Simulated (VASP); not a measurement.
**AlGa3N4: single point with r2SCAN**

AlGa3N4:

```
Al Ga N
1.0
     4.33138    0.00000    0.00000
     0.00000    4.51393    0.00000
     0.00000    0.00000    4.51393
Al Ga N
1 3 4
Direct
  0.00000 0.00000 0.00000
  0.50000 0.50000 0.00000
  0.50000 0.00000 0.50000
  0.00000 0.50000 0.50000
  0.75570 0.75520 0.24480
  0.75570 0.24480 0.75520
  0.24430 0.75520 0.75520
  0.24430 0.24480 0.24480
```

```json
{
  "Program": "VASP 6.6.1",
  "Task": "single point",
  "Functional": "r2SCAN",
  "Potentials or basis": "VASP PAW PBE potentials, release 64 (Al, Ga_d, N)",
  "Cutoff": "520 eV",
  "k mesh": "6 × 6 × 6",
  "Occupations": "gaussian, width 0.02 eV",
  "Spin": "no spin polarisation",
  "Dipole correction": "no",
  "Further INCAR settings": "ALGO = Normal; EDIFF = 1e-07; NBANDS = 41"
}
```

```
Pressure               : 2.4 GPa
Largest force          : 0.081 eV/Å
Band gap on the k mesh : 2.76 eV
```

Forces in eV/Å, atoms in the order of the input:
```
Al   0.000  0.000  0.000
Ga   0.000  0.000  0.000
Ga   0.000  0.000  0.000
Ga   0.000  0.000  0.000
N    0.046  0.047 -0.047
N    0.046 -0.047  0.047
N   -0.046  0.047  0.047
N   -0.046 -0.047 -0.047
```

Stress tensor (GPa, compression positive):
```
5.66 0.00 0.00
0.00 0.71 0.00
0.00 0.00 0.71
```

Levels at points of the mesh, in eV from the valence-band top:
```csv
k point,band 28,band 29,band 30,band 31,band 32,band 33,band 34,band 35
"(0.00, 0.00, 0.00)",-2.52,-0.17,-0.17,0.00,2.76,3.67,3.91,3.91
"(0.50, 0.00, 0.00)",-1.80,-1.80,-1.47,-1.47,5.46,5.60,6.95,6.95
"(0.00, 0.50, 0.00)",-1.62,-1.54,-1.30,-1.21,5.35,5.43,6.57,6.60
"(0.50, 0.50, 0.00)",-1.05,-1.03,-0.99,-0.65,7.28,7.48,7.51,7.97
"(0.00, 0.50, 0.50)",-1.31,-1.28,-1.28,-0.90,7.18,7.37,7.37,7.70
"(0.50, 0.50, 0.50)",-0.96,-0.72,-0.68,-0.68,5.47,5.49,5.49,6.83
```

It took 8.5 min on 1 thread of Intel(R) Xeon(R) Platinum 8259CL CPU @ 2.50GHz (Skylake/Cascade Lake) (shared host), peak memory 0.28 GiB.

Caveat: the PAW data sets were made with another functional, which shifts forces and pressure a little.
